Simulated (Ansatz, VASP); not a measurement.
# One calculation of Ta, two programs

```
CELL_PARAMETERS angstrom
2.76018 0.00000 0.00000
0.00000 2.76018 0.00000
0.00000 0.00000 2.76018
ATOMIC_POSITIONS crystal
Ta 0.00000 0.00000 0.00000
```

Alike in both runs: functional RPBE; k mesh 12 × 12 × 12; occupations fermi-dirac, width 0.1 eV; no spin polarisation.

Ansatz relaxed the structure, and its values are those at the end. VASP's run is a single point on that final structure, the one shown.

|  | VASP | Ansatz |
| --- | --- | --- |
| version | VASP 6.6.1 | Ansatz 0.2.0 |
| potentials or method | VASP PAW PBE potentials, release 64 (Ta_pv), cutoff 520 eV | plane waves (420 eV) with PAW, scalar-relativistic |
| valence electrons in the cell | 11 | 13 |

```csv
,VASP,Ansatz,Ansatz less VASP
pressure (GPa),0.0,0.0,-0.05
```

VASP's potentials were made for PBE, not for RPBE. The functional is the same, so the differences come from potentials, cutoffs and numerics. VASP's potentials hold 11 valence electrons a cell and Ansatz's 13, so a difference there can come from the potentials and not from the codes.

Spin-orbit coupling is off throughout.
